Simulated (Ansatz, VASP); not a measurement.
Two plane-wave programs on AlNi

```xyz
2
Lattice="2.8631 0.0000 0.0000 0.0000 2.8631 0.0000 0.0000 0.0000 2.8631" Properties=species:S:1:pos:R:3 pbc="T T T"
Al    1.4316    1.4316    1.4316
Ni    0.0000    0.0000    0.0000
```

Alike in both runs: functional r2SCAN; k mesh 20 × 20 × 20; occupations gaussian, width 0.1 eV; no spin polarisation.

Ansatz relaxed the structure, and its values are those at the end. VASP's run is a single point on that final structure, the one shown.

|  | VASP | Ansatz |
| --- | --- | --- |
| version | VASP 6.6.1 | Ansatz 0.2.0 |
| potentials or method | VASP PAW PBE potentials, release 64 (Al, Ni), cutoff 520 eV | scalar-relativistic, plane waves, PAW |
| valence electrons in the cell | 13 | 21 |

Ansatz gave:

| Property | Result |
| --- | --- |
| gap on the k mesh at the Fermi level (eV) | none |
| pressure (GPa) | 0.0 |

Question: What did VASP give for the same quantities?

Answer: gap on the k mesh at the Fermi level (eV): none; pressure (GPa): -0.2.

VASP's potentials were made for PBE, not for r2SCAN. A gap of «none» marks a metal or a gap that the smearing closes. VASP's potentials hold 13 valence electrons a cell and Ansatz's 21, so a difference there can come from the potentials and not from the codes.
